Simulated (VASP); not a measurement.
# Ge2Sb2Te5 (P-3m1) in VASP: single point with PBE

Aim: the single point of Ge2Sb2Te5 with PBE.

Program: VASP 6.6.1. These are calculated values, not measurements. Logs are shortened: lines on timing, memory, paths and dates and some standing lists are left out, and cuts for length are marked.

## (1) The cell of the first run

Symmetry: P-3m1, No. 164, trigonal system. The conventional cell has a = 4.264 Å, b = 4.264 Å, c = 22.566 Å, α = 90.00°, β = 90.00°, γ = 120.00°. Within 3.7 Å of Ge (site symmetry 3m) lie 6 Te at 2.84 to 3.32 Å. Within 4.0 Å of Sb (site symmetry 3m) lie 6 Te at 3.02 to 3.19 Å. Within 4.3 Å of Te (site symmetry -3m) lie 6 Sb at 3.19 Å and 6 Te at 4.26 Å. Within 4.0 Å of Te (site symmetry 3m) lie 3 Sb at 3.02 Å and 3 Ge at 3.32 Å. Te (site symmetry 3m) has 3 Ge at 2.84 Å within 3.7 Å.

## (2) Single point, PBE (the distance across one plane changed)

Input file INCAR:

```
SYSTEM = Ge2Sb2Te5
  ALGO = Normal
  EDIFF = 1E-7
  ENCUT = 520
  GGA = PE
  ISIF = 2
  ISMEAR = 0
  LASPH = .True.
  LCHARG = .False.
  LREAL = .False.
  LWAVE = .False.
  NBANDS = 44
  NELM = 100
  PREC = Accurate
  SIGMA = 0.15
```

Input file KPOINTS:

```
k-points
0
Gamma
  11 11 3
  0 0 0
```

Input file POSCAR:

```
Ge2Sb2Te5
1.0
   -4.2638280272      0.0000000000      0.0000000000
   -2.1319140136     -3.6925833890      0.0000000000
    0.0000000000      0.0000000000     22.5657398959
Ge Sb Te
2 2 5
Direct
    0.0000000000      0.0000000000      0.6661505537
    1.0000000000      1.0000000000      0.1344320986
    0.3333333333      0.3333333333      0.4901653245
    0.6666666667      0.6666666667      0.3104173278
    1.0000000000      1.0000000000      0.4002913261
    0.3333333333      0.3333333333      0.2330257618
    0.6666666667      0.6666666667      0.5675568905
    0.3333333333      0.3333333333      0.7288536596
    0.6666666667      0.6666666667      0.0717289927
```

Potentials or basis: VASP PAW PBE potentials, release 64 (Ge_d, Sb, Te).

Command:

```
> cat potpaw_PBE.64/Ge_d/POTCAR potpaw_PBE.64/Sb/POTCAR potpaw_PBE.64/Te/POTCAR > POTCAR
> mpirun -np 1 vasp_std > vasp.out
```

OUTCAR:

```text
SYSTEM = Ge2Sb2Te5
   EDIFF = 1E-7
   ENCUT = 520
   GGA = PE
   ISIF = 2
   ISMEAR = 0
   LASPH = .True.
   LREAL = .False.
   NELM = 100
   PREC = Accurate

 ion  position               nearest neighbor table
   1  0.000  0.000  0.666-   8 2.84   8 2.84   8 2.84
   2  0.000  0.000  0.134-   9 2.84   9 2.84   9 2.84
   3  0.333  0.333  0.490-   7 3.02   7 3.02   7 3.02   5 3.19   5 3.19   5 3.19
   4  0.667  0.667  0.310-   6 3.02   6 3.02   6 3.02   5 3.19   5 3.19   5 3.19
   5  0.000  0.000  0.400-   4 3.19   4 3.19   4 3.19   3 3.19   3 3.19   3 3.19
   6  0.333  0.333  0.233-   4 3.02   4 3.02   4 3.02
   7  0.667  0.667  0.568-   3 3.02   3 3.02   3 3.02
   8  0.333  0.333  0.729-   1 2.84   1 2.84   1 2.84
   9  0.667  0.667  0.072-   2 2.84   2 2.84   2 2.84

  LATTYP: Found a hexagonal cell.
 ALAT       =     4.2638280273
 C/A-ratio  =     5.2923663318

  Lattice vectors:

 A1 = (   2.1319140136,   3.6925833890,   0.0000000000)
 A2 = (  -4.2638280272,   0.0000000000,   0.0000000000)
 A3 = (   0.0000000000,   0.0000000000,  22.5657398959)

Analysis of symmetry for initial positions (statically):
=====================================================================
 Subroutine PRICEL returns:
 Original cell was already a primitive cell.

 Routine SETGRP: Setting up the symmetry group for a
 hexagonal supercell.

 Subroutine GETGRP returns: Found 12 space group operations
 (whereof  6 operations were pure point group operations)
 out of a pool of 24 trial point group operations.

The static configuration has the point symmetry C_3v.
 The point group associated with its full space group is D_3d.

Analysis of symmetry for dynamics (positions and initial velocities):
=====================================================================
 Subroutine PRICEL returns:
 Original cell was already a primitive cell.

 Routine SETGRP: Setting up the symmetry group for a
 hexagonal supercell.

 Subroutine GETGRP returns: Found 12 space group operations
 (whereof  6 operations were pure point group operations)
 out of a pool of 24 trial point group operations.

The dynamic configuration has the point symmetry C_3v.
 The point group associated with its full space group is D_3d.

 Subroutine INISYM returns: Found 12 space group operations
 (whereof  6 operations are pure point group operations),
 and found     1 'primitive' translations

----------------------------------------------------------------------------------------

                                     Primitive cell

  volume of cell :     355.2872

  direct lattice vectors                    reciprocal lattice vectors
    -4.263828027  0.000000000  0.000000000    -0.234531035  0.135406556  0.000000000
    -2.131914014 -3.692583389  0.000000000     0.000000000 -0.270813112  0.000000000
     0.000000000  0.000000000 22.565739896     0.000000000  0.000000000  0.044314966

  length of vectors
     4.263828027  4.263828027 22.565739896     0.270813112  0.270813112  0.044314966

  position of ions in fractional coordinates (direct lattice)
     0.000000000  0.000000000  0.666150554
     0.000000000  0.000000000  0.134432099
     0.333333333  0.333333333  0.490165324
     0.666666667  0.666666667  0.310417328
     0.000000000  0.000000000  0.400291326
     0.333333333  0.333333333  0.233025762
     0.666666667  0.666666667  0.567556891
     0.333333333  0.333333333  0.728853660
     0.666666667  0.666666667  0.071728993

  ion indices of the primitive-cell ions
   primitive index   ion index
                 1           1
                 2           2
                 3           3
                 4           4
                 5           5
                 6           6
                 7           7
                 8           8
                 9           9

----------------------------------------------------------------------------------------

 KPOINTS: k-points

Automatic generation of k-mesh.
 Grid dimensions read from file:
 generate k-points for:   11   11    3

 Generating k-lattice:

  Cartesian coordinates                     Fractional coordinates (reciprocal lattice)
    -0.021321003  0.012309687  0.000000000     0.090909091  0.000000000  0.000000000
     0.000000000 -0.024619374  0.000000000     0.000000000  0.090909091  0.000000000
     0.000000000  0.000000000  0.014771655     0.000000000  0.000000000  0.333333333

  Length of vectors
     0.024619374  0.024619374  0.014771655

  Shift w.r.t. Gamma in fractional coordinates (k-lattice)
     0.000000000  0.000000000  0.000000000

 Subroutine IBZKPT returns following result:
 ===========================================

 Found     42 irreducible k-points:

 Following reciprocal coordinates:
            Coordinates               Weight
  0.000000  0.000000  0.000000      1.000000
  0.090909 -0.000000  0.000000      6.000000
  0.181818  0.000000  0.000000      6.000000
  0.272727  0.000000  0.000000      6.000000
  0.363636  0.000000  0.000000      6.000000
  0.454545  0.000000  0.000000      6.000000
[... 16 lines left out ...]
  0.272727  0.272727  0.333333      6.000000
  0.363636  0.000000  0.333333      6.000000
 [... further k-points ...]
   k-points           NKPTS =     42   k-points in BZ     NKDIM =     42   number of bands    NBANDS=     44
   number of dos      NEDOS =    301   number of ions     NIONS =      9
   total plane-waves  NPLWV = 172032
   dimension x,y,z NGX =    32 NGY =   32 NGZ =  168
   dimension x,y,z NGXF=    64 NGYF=   64 NGZF=  336
   ions per type =               2   2   5
   NGX,Y,Z   is equivalent  to a cutoff of  12.48, 12.48, 12.38 a.u.
   NGXF,Y,Z  is equivalent  to a cutoff of  24.95, 24.95, 24.75 a.u.
 SYSTEM =  Ge2Sb2Te5
   PREC   = accura    normal or accurate (medium, high low for compatibility)
   ISTART =      0    job   : 0-new  1-cont  2-samecut
   ICHARG =      2    charge: 1-file 2-atom 10-const
   ISPIN  =      1    spin polarized calculation?
   LNONCOLLINEAR =      F non collinear calculations
   LSORBIT =      F    spin-orbit coupling
   LASPH  =      T    aspherical Exc in radial PAW
   ENCUT  =  520.0 eV  38.22 Ry    6.18 a.u.   7.93  7.93 41.96*2*pi/ulx,y,z
   NELM   =    100;   NELMIN=  2; NELMDL= -5     # of ELM steps
   EDIFF  = 0.1E-06   stopping-criterion for ELM
   LREAL  =      F    real-space projection
   EDIFFG = 0.1E-05   stopping-criterion for IOM
   NSW    =      0    number of steps for IOM
   IBRION =     -1    ionic relax: 0-MD 1-quasi-New 2-CG
   NFREE  =      0    steps in history (QN), initial steepest desc. (CG)
   ISIF   =      2    stress and relaxation
   ISYM   =      2    0-nonsym 1-usesym 2-fastsym
   POTIM  = 0.5000    time-step for ionic-motion
   TEBEG  =    0.0;   TEEND  =   0.0 temperature during run
   PSTRESS=    0.0 pullay stress
   NELECT =      68.0000    total number of electrons
   NUPDOWN=      -1.0000    fix difference up-down
   EMIN   =  10.00;   EMAX   =-10.00  energy-range for DOS
   EFERMI =   0.00;   METHOD = LEGACY
   ISMEAR =     0;   SIGMA  =   0.15  broadening in eV -4-tet -1-fermi 0-gaus
   EFERMI_NEDOS =   21; number of points for ismear=-14 and -15
   IALGO  =     38    algorithm
   IMIX   =      4    mixing-type and parameters
     AMIX     =   0.40;   BMIX     =  1.00
     AMIX_MAG =   1.60;   BMIX_MAG =  1.00
  volume/ion in A,a.u.               =      39.48       266.40
  Fermi-wavevector in a.u.,A,eV,Ry     =   0.943448  1.782858 12.110465  0.890094
  Thomas-Fermi vector in A             =   2.071156
   LORBIT       =      0    0 simple, 1 ext, 2 COOP (PROOUT), +10 PAW based schemes
   GGA     = PE    functional components
   LHFCALC =     F    Hartree Fock is set to
   AEXX    =    0.0000 exact exchange contribution
   IVDW    =     0    specifies the selected vdW correction
   LEPSILON=     F    determine dielectric tensor
   LRPA    =     F    only Hartree local field effects (RPA)
 non-spin polarized calculation
 Gauss-broadening in eV      SIGMA  =   0.15
  energy-cutoff  :      520.00
  volume of cell :      355.29
 maximum number of plane-waves:      9610
   NGX = 15   NGY = 15   NGZ = 83

 number of electron      68.0000010 magnetization

 Free energy of the ion-electron system (eV)
  ---------------------------------------------------
  ext. energy  EPLUGINS =         0.00000000
  ---------------------------------------------------
  free energy    TOTEN  =       -33.82178688 eV

  energy without entropy =      -33.81857878  energy(sigma->0) =      -33.82018283

 E-fermi :   3.6365     XC(G=0):  -7.7442

 val. band max:        3.4628826144   @ k =   0.1818   0.0909   0.0000
 cond. band min:       3.6549974863   @ k =   0.0000   0.0000   0.0000
 fundamental gap:      0.1921148719
 Fermi energy:         3.6365154414

 k-point     1 :       0.0000    0.0000    0.0000
  band No.  band energies     occupation
      1     -21.0551      2.00000
      2     -21.0551      2.00000
      3     -21.0551      2.00000
      4     -21.0551      2.00000
      5     -21.0421      2.00000
      6     -21.0421      2.00000
[... 36 lines left out ...]
     43       5.8378      0.00000
     44       5.9054      0.00000

 k-point     2 :       0.0909   -0.0000    0.0000
  band No.  band energies     occupation
      1     -21.0552      2.00000
      2     -21.0552      2.00000
      3     -21.0549      2.00000
      4     -21.0549      2.00000
      5     -21.0422      2.00000
      6     -21.0422      2.00000
[... 36 lines left out ...]
     43       5.9935      0.00000
     44       6.1588      0.00000

 k-point     3 :       0.1818    0.0000    0.0000
  band No.  band energies     occupation
      1     -21.0556      2.00000
      2     -21.0556      2.00000
      3     -21.0544      2.00000
      4     -21.0544      2.00000
      5     -21.0425      2.00000
      6     -21.0425      2.00000
[... 976 lines left out ...]
     43       6.7438      0.00000
     44       6.9084      0.00000

 k-point    24 :       0.3636    0.0000    0.3333
  band No.  band energies     occupation
      1     -21.0564      2.00000
      2     -21.0564      2.00000
      3     -21.0531      2.00000
      4     -21.0531      2.00000
      5     -21.0432      2.00000
      6     -21.0432      2.00000
[... 36 lines left out ...]
     43       6.7281      0.00000
     44       7.0127      0.00000

 [... further k-points ...]

------------------------ aborting loop because EDIFF is reached ----------------------------------------

  FORCE on cell =-STRESS in cart. coord.  units (eV):
  Direction    XX          YY          ZZ          XY          YZ          ZX
  --------------------------------------------------------------------------------------
  -------------------------------------------------------------------------------------
  Total       -0.5108675     -0.5108675      0.1235052      0.0000000      0.0000000      0.0000000
  in kB       -2.3037707     -2.3037707      0.5569499      0.0000000      0.0000000      0.0000000
  external PRESSURE =      -1.3501972 kB  Pullay stress =       0.0000000 kB

 VOLUME and BASIS-vectors are now :
 -----------------------------------------------------------------------------
  energy-cutoff  :      520.00
  volume of cell :      355.29
      direct lattice vectors                 reciprocal lattice vectors
    -4.263828027  0.000000000  0.000000000    -0.234531035  0.135406556  0.000000000
    -2.131914014 -3.692583389  0.000000000     0.000000000 -0.270813112  0.000000000
     0.000000000  0.000000000 22.565739896     0.000000000  0.000000000  0.044314966

 POSITION                                       TOTAL-FORCE (eV/Angst)
 -----------------------------------------------------------------------------------
      0.00000      0.00000     15.03218        -0.000000      0.000000      0.012609
      0.00000      0.00000      3.03356        -0.000000      0.000000     -0.012609
     -2.13191     -1.23086     11.06094         0.000000      0.000000     -0.020806
     -4.26383     -2.46172      7.00480         0.000000     -0.000000      0.020806
      0.00000      0.00000      9.03287         0.000000      0.000000      0.000000
     -2.13191     -1.23086      5.25840         0.000000      0.000000     -0.026036
     -4.26383     -2.46172     12.80734        -0.000000     -0.000000      0.026036
     -2.13191     -1.23086     16.44712        -0.000000     -0.000000     -0.007816
     -4.26383     -2.46172      1.61862         0.000000      0.000000      0.007816
 -----------------------------------------------------------------------------------
    total drift:                                0.000000      0.000000      0.000003

  FREE ENERGIE OF THE ION-ELECTRON SYSTEM (eV)
  ---------------------------------------------------
  free  energy   TOTEN  =       -33.8217868771 eV

  energy  without entropy=      -33.8185787768  energy(sigma->0) =      -33.82018283
```

It took 25 min on 1 thread of Intel Xeon 8259CL, shared host; peak memory 0.82 GiB.

Results:

```yaml
Free_energy: -33.8218 eV
Pressure: -0.1 GPa
Largest_force: 0.026 eV/Å
Band_gap_on_the_k_mesh: 0.19 eV (least direct gap 0.45 eV)
```

Forces in eV/Å, atoms in the order of the input:
```
Ge   0.000  0.000  0.013
Ge   0.000  0.000 -0.013
Sb   0.000  0.000 -0.021
Sb   0.000  0.000  0.021
Te   0.000  0.000  0.000
Te   0.000  0.000 -0.026
Te   0.000  0.000  0.026
Te   0.000  0.000 -0.008
Te   0.000  0.000  0.008
```

Caveat: the cell differs from its parent crystal (the distance across one plane changed); spin-orbit coupling is left out, which moves the levels of the heavy elements.
